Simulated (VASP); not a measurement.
A run of VASP 6.6.1:

The input INCAR:

```
ALGO = Normal ; EDIFF = 1E-7
ENCUT = 520 ; GGA = CA
ISIF = 2 ; ISMEAR = 0
LASPH = T ; LCHARG = F
LREAL = F ; LWAVE = F
NBANDS = 15 ; NELM = 60
PREC = Accurate ; SIGMA = 0.15
```

Contents of KPOINTS:

```
k-points
0
Gamma
  18 18 18
```

POSCAR

```
TiC
1.0
    0.0000000000      2.1640000000      2.1640000000
    2.1640000000      0.0000000000      2.1640000000
    2.1640000000      2.1640000000      0.0000000000
Ti C
1 1
Direct
   -0.0115526802     -0.0115526802      0.0115526802
    0.5000000000      0.5000000000      0.5000000000
```

Potentials or basis: VASP PAW LDA potentials, release 64 (Ti_sv, C).

Launch:

```console
$ cat potpaw_LDA.64/Ti_sv/POTCAR potpaw_LDA.64/C/POTCAR > POTCAR
$ mpirun -np 1 vasp_std > vasp.out
```

Hardware: 1 thread of Intel(R) Xeon(R) 6975P-C (Granite Rapids), with other jobs on the host.

Question: Estimate the wall time of this run.

Answer: Wall time 48 s on 1 thread of Intel(R) Xeon(R) 6975P-C (Granite Rapids), on a shared host, peak memory 0.25 GiB. Counts: scf iterations 15, k points 480.
